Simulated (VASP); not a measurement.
Al:

```xyz
4
Lattice="2.6868 -1.7758 0.0000 2.6868 1.7758 0.0000 0.0000 0.0000 7.2438" Properties=species:S:1:pos:R:3 pbc="T T T"
Al    2.6868   -1.2430    0.8475
Al    2.6868   -0.5327    4.4694
Al    2.6868    1.2430    6.3963
Al    2.6868    0.5327    2.7744
```

```yaml
Program: VASP 6.6.1
Task: relaxation of cell and atoms
Functional: PBEsol
Potentials_or_basis: VASP PAW PBE potentials, release 64 (Al)
Cutoff: 500 eV
k_mesh: 6 × 6 × 4
Occupations: gaussian, width 0.1 eV
Spin: no spin polarisation
```

At the start: pressure 22.1 GPa; volume 17.28 Å³/atom.

Q: Where does the relaxation end?

A: Over 27 steps the energy falls by 1181.6 meV/atom and the volume is 16.26 Å³/atom (-5.9 %); space group Cmce (No. 64, to 0.1 Å) before, Fm-3m (No. 225, to 0.1 Å).

The path:
| step | energy change (eV) | largest force (eV/Å) | pressure (GPa) | volume (Å³) |
| --- | --- | --- | --- | --- |
| 1 | 0.0000 | 7.5347 | 22.09 | 69.12 |
| 2 | -2.5103 | 1.2423 | -6.77 | 93.39 |
| 3 | -3.2719 | 0.8225 | -3.55 | 80.38 |
| 4 | -3.2807 | 0.7851 | -3.28 | 80.00 |
| 5 | -3.2898 | 0.6870 | -2.51 | 79.07 |
| 6 | -3.7274 | 0.4986 | -3.99 | 76.34 |
| 7 | -4.4522 | 0.3666 | 0.42 | 66.77 |
| 8 | -4.4481 | 0.3233 | -1.25 | 68.34 |
| 9 | -4.4590 | 0.3404 | -0.66 | 67.74 |
| 10 | -4.4610 | 0.3565 | -0.12 | 67.26 |
| 11 | -4.5160 | 0.2458 | 0.44 | 66.36 |
| 12 | -4.5753 | 0.3128 | 2.70 | 64.11 |
| 13 | -4.5986 | 0.2970 | -0.03 | 65.87 |
| 14 | -4.6009 | 0.2966 | 0.53 | 65.46 |
| 15 | -4.6263 | 0.2150 | -0.72 | 66.29 |
| 16 | -4.6354 | 0.1493 | -1.96 | 67.22 |
| 17 | -4.6538 | 0.1494 | -0.67 | 66.00 |
| 18 | -4.6571 | 0.1773 | 0.14 | 65.28 |
| 19 | -4.6669 | 0.1594 | 0.32 | 65.08 |
| 20 | -4.6977 | 0.1151 | 0.71 | 64.46 |
| 21 | -4.6835 | 0.0085 | 2.58 | 63.19 |
| 22 | -4.7078 | 0.0664 | 1.29 | 63.97 |
| 23 | -4.7134 | 0.0503 | 1.02 | 64.18 |
| 24 | -4.7206 | 0.0115 | 0.21 | 64.79 |
| 25 | -4.7207 | 0.0140 | 0.32 | 64.71 |
| 26 | -4.7246 | 0.0115 | 0.12 | 64.85 |
| 27 | -4.7263 | 0.0081 | -0.12 | 65.05 |

Final structure:
```
CELL_PARAMETERS angstrom
1.98910 -2.03502 0.00000
1.98910 2.03502 0.00000
0.00000 0.00000 8.03550
ATOMIC_POSITIONS crystal
Al 0.75107 0.24893 0.12505
Al 0.74893 0.25107 0.62505
Al 0.24893 0.75107 0.87495
Al 0.25107 0.74893 0.37495
```

Caveat: the highest band is partly filled, so the run has too few bands; the PAW data sets were made with another functional, which shifts forces and pressure a little.
